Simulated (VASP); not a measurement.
# CuO (C2/c) in VASP: a series of runs, part 2 of 2

VASP 6.6.1.

## (3) Single point, PBE, collinear spin

File INCAR:

```
SYSTEM = CuO
ALGO = Normal ; EDIFF = 1E-6
ENCUT = 820 ; GGA = PE
GGA_COMPAT = .FALSE. ; ISIF = 2
ISMEAR = -1 ; ISPIN = 2
LASPH = .TRUE. ; LCHARG = .FALSE.
LMAXMIX = 4 ; LORBIT = 11
LREAL = .FALSE. ; LWAVE = .FALSE.
MAGMOM = 1 1 0 0 ; NBANDS = 37
NELM = 200 ; PREC = Accurate
SIGMA = 0.03
```

File KPOINTS:

```
k-points
0
G
  7 7 4
  0 0 0
```

File POSCAR:

```
CuO
1.0
    2.3366000000     -1.7385000000      0.0000000000
    2.3366000000      1.7385000000      0.0000000000
   -0.7621600000      0.0000000000      5.0619400000
Cu O
2 2
Direct
    0.0000000000      0.5000000000      0.0000000000
    0.5000000000      0.0000000000      0.5000000000
    0.5483000000      0.4517000000      0.2500000000
    0.4517000000      0.5483000000      0.7500000000
```

Potentials or basis: VASP PAW PBE potentials, release 64 (Cu_sv_GW, O).

Command:

```bash
$ cat potpaw_PBE.64/Cu_sv_GW/POTCAR potpaw_PBE.64/O/POTCAR > POTCAR
$ mpirun -np 1 vasp_std > vasp.out
```

OUTCAR:

```text
SYSTEM = CuO
   EDIFF = 1E-6
   ENCUT = 820
   GGA = PE
   ISIF = 2
   ISMEAR = -1
   ISPIN = 2
   LASPH = .TRUE.
   LORBIT = 11
   LREAL = .FALSE.
   NELM = 200
   PREC = Accurate

 ion  position               nearest neighbor table
   1  0.000  0.500  0.000-   3 1.91   4 1.91   4 1.98   3 1.98
   2  0.500  0.000  0.500-   4 1.91   3 1.91   4 1.98   3 1.98
   3  0.548  0.452  0.250-   2 1.91   1 1.91   2 1.98   1 1.98
   4  0.452  0.548  0.750-   1 1.91   2 1.91   2 1.98   1 1.98

  LATTYP: Found a base centered monoclinic cell.
 ALAT       =     4.6732000000
 B/A-ratio  =     0.7440297869
 C/A-ratio  =     1.0953942540
 COS(beta)  =    -0.1488885587

  Lattice vectors:

 A1 = (   2.3366000000,  -1.7385000000,   0.0000000000)
 A2 = (   2.3366000000,   1.7385000000,   0.0000000000)
 A3 = (  -0.7621600000,   0.0000000000,   5.0619400000)

Analysis of symmetry for initial positions (statically):
=====================================================================
 Subroutine PRICEL returns:
 Original cell was already a primitive cell.

 Routine SETGRP: Setting up the symmetry group for a
 base centered monoclinic supercell.

 Subroutine GETGRP returns: Found  4 space group operations
 (whereof  2 operations were pure point group operations)
 out of a pool of  4 trial point group operations.

The static configuration has the point symmetry S_2 .
 The point group associated with its full space group is C_2h.

Analysis of symmetry for dynamics (positions and initial velocities):
=====================================================================
 Subroutine PRICEL returns:
 Original cell was already a primitive cell.

 Routine SETGRP: Setting up the symmetry group for a
 base centered monoclinic supercell.

 Subroutine GETGRP returns: Found  4 space group operations
 (whereof  2 operations were pure point group operations)
 out of a pool of  4 trial point group operations.

The dynamic configuration has the point symmetry S_2 .
 The point group associated with its full space group is C_2h.

[... 170 lines left out ...]
 fundamental gap:      0.0345785265
 Fermi energy:         5.6682745743

 spin component 1

 k-point     1 :       0.0000    0.0000    0.0000
  band No.  band energies     occupation
      1    -107.0316      1.00000
      2    -107.0310      1.00000
      3     -64.5788      1.00000
      4     -64.5758      1.00000
      5     -64.4907      1.00000
      6     -64.4850      1.00000
[... 949 lines left out ...]
     36      24.1938      0.00000
     37      25.4721      0.00000

 [... further k-points ...]

 spin component 2

 k-point     1 :       0.0000    0.0000    0.0000
  band No.  band energies     occupation
      1    -107.0316      1.00000
      2    -107.0310      1.00000
      3     -64.5788      1.00000
      4     -64.5758      1.00000
      5     -64.4907      1.00000
      6     -64.4850      1.00000
[... 949 lines left out ...]
     36      24.1939      0.00000
     37      25.4717      0.00000

 [... further k-points ...]

------------------------ aborting loop because EDIFF is reached ----------------------------------------

  FORCE on cell =-STRESS in cart. coord.  units (eV):
  Direction    XX          YY          ZZ          XY          YZ          ZX
  --------------------------------------------------------------------------------------
  -------------------------------------------------------------------------------------
  Total        1.0364716      1.9848831      1.8933766      0.0000000      0.0000000      0.5998598
  in kB       40.3795907     77.3284767     73.7635032      0.0000000      0.0000000     23.3697614
  external PRESSURE =      63.8238569 kB  Pullay stress =       0.0000000 kB

 VOLUME and BASIS-vectors are now :
 -----------------------------------------------------------------------------
  energy-cutoff  :      820.00
  volume of cell :       41.13
      direct lattice vectors                 reciprocal lattice vectors
     2.336600000 -1.738500000  0.000000000     0.213986134 -0.287604257  0.032219203
     2.336600000  1.738500000  0.000000000     0.213986134  0.287604257  0.032219203
    -0.762160000  0.000000000  5.061940000     0.000000000  0.000000000  0.197552717

 POSITION                                       TOTAL-FORCE (eV/Angst)
 -----------------------------------------------------------------------------------
      1.16830      0.86925      0.00000        -0.000000      0.000000      0.000000
      0.78722     -0.86925      2.53097        -0.000000      0.000000      0.000000
      2.14606     -0.16794      1.26548         0.000000     -0.172194      0.000000
      1.76498      0.16794      3.79645        -0.000000      0.172194      0.000000
 -----------------------------------------------------------------------------------
    total drift:                               -0.000000      0.000000      0.000000

  FREE ENERGIE OF THE ION-ELECTRON SYSTEM (eV)
  ---------------------------------------------------
  free  energy   TOTEN  =       -19.7408782849 eV

  energy  without entropy=      -19.7355426436  energy(sigma->0) =      -19.73821046

 total charge

# of ion       s       p       d       f       tot
--------------------------------------------------
    1        2.249   6.377   8.859   0.013  17.498
    2        2.249   6.377   8.859   0.013  17.498
    3        1.574   3.394   0.000   0.000   4.968
    4        1.574   3.394   0.000   0.000   4.968
--------------------------------------------------
tot          7.646  19.542  17.717   0.027  44.933

 magnetization (x)

# of ion       s       p       d       f       tot
--------------------------------------------------
    1        0.000  -0.000  -0.000  -0.000  -0.000
    2        0.000  -0.000  -0.000  -0.000  -0.000
    3       -0.000   0.000   0.000   0.000   0.000
    4       -0.000   0.000   0.000   0.000   0.000
--------------------------------------------------
tot         -0.000   0.000  -0.000  -0.000  -0.000
```

OSZICAR:

```text
N       E                     dE             d eps       ncg     rms          rms(c)
DAV:   1     0.105424287553E+04    0.10542E+04   -0.39813E+04 14338   0.531E+03
DAV:   2     0.854586772306E+02   -0.96878E+03   -0.91849E+03 15395   0.131E+03
DAV:   3    -0.199992241992E+02   -0.10546E+03   -0.10292E+03 16974   0.472E+02
DAV:   4    -0.256627025609E+02   -0.56635E+01   -0.56563E+01 15576   0.921E+01
DAV:   5    -0.258589483216E+02   -0.19625E+00   -0.19621E+00 14976   0.163E+01    0.185E+01
DAV:   6    -0.233427229110E+02    0.25162E+01   -0.36731E+01 15528   0.322E+02    0.188E+01
DAV:   7    -0.196016743923E+02    0.37410E+01   -0.13435E+01 14576   0.261E+02    0.410E+00
DAV:   8    -0.197195547946E+02   -0.11788E+00   -0.13786E+00 14651   0.120E+01    0.222E+00
DAV:   9    -0.197406608711E+02   -0.21106E-01   -0.77084E-02 16072   0.129E+01    0.539E-01
DAV:  10    -0.197406553433E+02    0.55278E-05   -0.77582E-03 16700   0.522E+00    0.225E-01
DAV:  11    -0.197408117820E+02   -0.15644E-03   -0.83442E-04 16870   0.926E-01    0.992E-02
DAV:  12    -0.197408604453E+02   -0.48663E-04   -0.11378E-04 16502   0.497E-01    0.305E-02
DAV:  13    -0.197408750746E+02   -0.14629E-04   -0.22751E-05 15518   0.189E-01    0.125E-02
DAV:  14    -0.197408766804E+02   -0.16057E-05   -0.17978E-06  8000   0.552E-02    0.592E-03
DAV:  15    -0.197408778184E+02   -0.11381E-05   -0.12008E-06  8152   0.319E-02    0.207E-03
DAV:  16    -0.197408782849E+02   -0.46644E-06   -0.50031E-07  6432   0.252E-02
   1 F= -.19740878E+02 E0= -.19738210E+02  d E =-.533564E-02  mag=    -0.0000
```

stdout:

```text
POSCAR found type information on POSCAR CuO
 POSCAR found :  2 types and       4 ions
 scaLAPACK will be used
 LDA part: xc-table for (Slater+PW92), standard interpolation
 POSCAR, INCAR and KPOINTS ok, starting setup
 FFT: planning ... GRIDC
 FFT: planning ... GRID_SOFT
 FFT: planning ... GRID
 WAVECAR not read
 entering main loop
```

Run time: 6 min. Hardware: 1 thread of Intel Xeon Platinum 8488C (Sapphire Rapids), shared host; peak memory 0.41 GiB.

Results:

- Free energy: -19.7409 eV
- Pressure: 6.4 GPa
- Largest force: 0.172 eV/Å
- Band gap on the k mesh: zero (filled and empty bands overlap)
- Net moment: 0.00 μB per cell
- Valence electrons inside the program's atomic spheres: Cu 17.50; O 4.97

Forces in eV/Å, atoms in the order of the input:
```
Cu   0.000  0.000  0.000
Cu   0.000  0.000  0.000
O    0.000 -0.172  0.000
O    0.000  0.172  0.000
```

Levels at points of the mesh, in eV from the Fermi level:
Spin up:
```tsv
k point	band 23	band 24	band 25	band 26	band 27	band 28
(0.00, 0.00, 0.00)	-2.26	-1.74	0.23	0.95	1.70	6.08
(0.00, 0.00, 0.50)	-1.61	-1.61	0.20	0.20	3.82	3.82
```
Spin down:
```tsv
k point	band 22	band 23	band 24	band 25	band 26	band 27	band 28	band 29
(0.00, 0.00, 0.00)	-2.35	-2.26	-1.74	0.23	0.95	1.70	6.08	7.90
(0.00, 0.00, 0.50)	-2.27	-1.61	-1.61	0.20	0.20	3.82	3.82	11.82
```

Caveat: the cell stands under pressure; semilocal functionals often make such compounds metallic where correlation or magnetic order opens a gap, which also shifts bond lengths. With open d or f shells a metallic result of PBE can be an artefact of self-interaction; +U or a hybrid may open a gap.

## (4) Single point, PBE

File INCAR:

```
PREC = Accurate
ENCUT = 820
EDIFF = 1E-6
ISMEAR = -1
SIGMA = 0.03
LREAL = False
LASPH = True
NELM = 120
ALGO = Normal
ISIF = 2
LWAVE = False
LCHARG = False
GGA = PE
NBANDS = 33
GGA_COMPAT = False
```

File KPOINTS:

```
regular mesh
0
Gamma
  7 7 4
```

POSCAR is that of step 3.

Command:

```bash
$ cat potpaw_PBE.64/Cu_sv_GW/POTCAR potpaw_PBE.64/O/POTCAR > POTCAR
$ mpirun -np 1 vasp_std > vasp.out
```

Wall time 75 s (1 thread of Intel Xeon 6975P-C (Granite Rapids), shared host); peak memory 0.29 GiB.

The run converged. Its results:

```yaml
Free_energy: -19.7409 eV
Pressure: 6.2 GPa
Largest_force: 0.170 eV/Å
Band_gap_on_the_k_mesh: zero (bands 25 and 26 overlap by 0.69 eV)
```

Forces on the atoms (eV/Å):
```
Cu   0.000  0.000  0.000
Cu   0.000  0.000  0.000
O    0.000 -0.170  0.000
O    0.000  0.170  0.000
```

Stress tensor (GPa, compression positive):
```
3.90 0.00 2.33
0.00 7.59 0.00
2.33 0.00 7.23
```

Levels at points of the mesh, in eV from the Fermi level:
```
           k point  band 23  band 24  band 25  band 26  band 27  band 28
(0.00, 0.00, 0.00)    -2.26    -1.74     0.23     0.95     1.70     6.08
(0.00, 0.00, 0.50)    -1.61    -1.61     0.20     0.20     3.82     3.82
```

Caveat: the cell stands under pressure; semilocal functionals often make such compounds metallic where correlation or magnetic order opens a gap, which also shifts bond lengths.

The gap in the log of VASP goes by the Fermi energy; the results here count the filled bands.